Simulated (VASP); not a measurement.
Runs of VASP 6.6.1 on AlFe. The structure is that of space group Pm-3m (No. 221), or close to it. The cells are those of the table. 

| cell | gap on the mesh (eV) | pressure (GPa) | moment (μB) |
| --- | --- | --- | --- |
| a = 2.845 Å, 2 atoms | none | 0.4 | 0.69 |
| a = 2.989 Å, 2 atoms | none | -20.1 | (b) |
| a = 2.769, b = 2.769, c = 2.524 Å, 2 atoms | none | 49.9 | 0.57 |
| a = 2.684 Å, 2 atoms | none | (a) | 0.46 |
| a = 2.919 Å, 2 atoms | none | -12.1 | (c) |

Alike in all rows: task single point; level PBEsol; potentials or basis VASP PAW PBE potentials, release 64 (Al, Fe); spin collinear, ferromagnetic start; k mesh 18 × 18 × 18; cutoff (eV) 520; smearing gaussian 0.15 eV.

Task: Estimate the missing entries.

Result: (a) 48.1; (b) 0.79; (c) 0.73.

Caveats: the PAW data sets were made with another functional, which shifts forces and pressure a little; the cell stands under tension (at least some runs); the cell stands under pressure (at least some runs).

A gap of «none» marks levels without a gap at the run's occupations.
